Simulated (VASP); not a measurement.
A run of VASP 6.6.1:

Contents of INCAR:

```
SYSTEM = In3Se
PREC = Accurate
ENCUT = 520
EDIFF = 1E-6
ISMEAR = 0
SIGMA = 0.15
LREAL = .False.
LASPH = .True.
NELM = 100
ALGO = Normal
ISIF = 2
LWAVE = .False.
LCHARG = .False.
GGA = PE
IVDW = 12
NBANDS = 30
```

Contents of KPOINTS:

```
regular mesh
0
Gamma
  10 10 10
  0 0 0
```

Contents of POSCAR:

```
In3Se
1.0
    4.7008968791      0.0000000000      0.0000000000
    0.0000000000      4.7008968791      0.0000000000
    0.0000000000      0.0000000000      4.7008968791
In Se
3 1
Direct
    0.0000000000      0.5000000000      0.5000000000
    0.5000000000      0.0000000000      0.5000000000
    0.5000000000      0.5000000000      0.0000000000
    0.0000000000      0.0000000000      0.0000000000
```

Potentials or basis: VASP PAW PBE potentials, release 64 (In_d, Se).

Command:

```sh
$ cat potpaw_PBE.64/In_d/POTCAR potpaw_PBE.64/Se/POTCAR > POTCAR
$ mpirun -np 1 vasp_std > vasp.out
```

Hardware: 1 thread of Intel(R) Xeon(R) 6975P-C (Granite Rapids), with other jobs on the host.

Question: Estimate the wall time of this run.

Answer: Run time: 2.1 min on 1 thread of Intel(R) Xeon(R) 6975P-C (Granite Rapids), with other jobs on the host, peak memory 0.29 GiB. Counts: scf iterations 13, k points 56.
